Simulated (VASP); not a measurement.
Wanted: the native input for a VASP 6.6.1 run.

```
Task                   : single point
Functional             : PBEsol
Potentials or basis    : VASP PAW PBE potentials, release 64 (Ti_sv, Al)
Cutoff                 : 520 eV
k mesh                 : 11 × 11 × 6
Occupations            : fermi-dirac, width 0.05 eV
Spin                   : no spin polarisation
Dipole correction      : no
Further INCAR settings : ALGO = Normal; EDIFF = 1e-06; NBANDS = 14
```

The structure of TiAl lies in POSCAR:

```
TiAl
1.0
    2.9234973377      0.0000000000      0.0000000000
   -1.4617486688      2.5318229623      0.0000000000
    0.0000000000      0.0000000000      4.7698334112
Ti Al
1 1
Direct
    0.0000000000      0.0000000000      0.0000000000
    0.3333333333      0.6666666667      0.5000000000
```

The input as run:

INCAR

```
SYSTEM = TiAl
PREC = Accurate
ENCUT = 520
EDIFF = 1E-6
ISMEAR = -1
SIGMA = 0.05
LREAL = .False.
LASPH = .True.
NELM = 100
ALGO = Normal
ISIF = 2
LWAVE = .False.
LCHARG = .True.
GGA = PS
LELF = .True.
LVHAR = .True.
NBANDS = 14
```

KPOINTS

```
regular mesh
0
Gamma
  11 11 6
  0 0 0
```

Potentials or basis: VASP PAW PBE potentials, release 64 (Ti_sv, Al).

Command:

```bash
$ cat potpaw_PBE.64/Ti_sv/POTCAR potpaw_PBE.64/Al/POTCAR > POTCAR
$ mpirun -np 1 vasp_std > vasp.out
```

It gave:

```
Pressure : -8.1 GPa
```

Caveat: the PAW data sets were made with another functional, which shifts forces and pressure a little.

Run time: 12 s on 1 thread of Intel(R) Xeon(R) 6975P-C (Granite Rapids), on a shared host, peak memory 0.17 GiB.
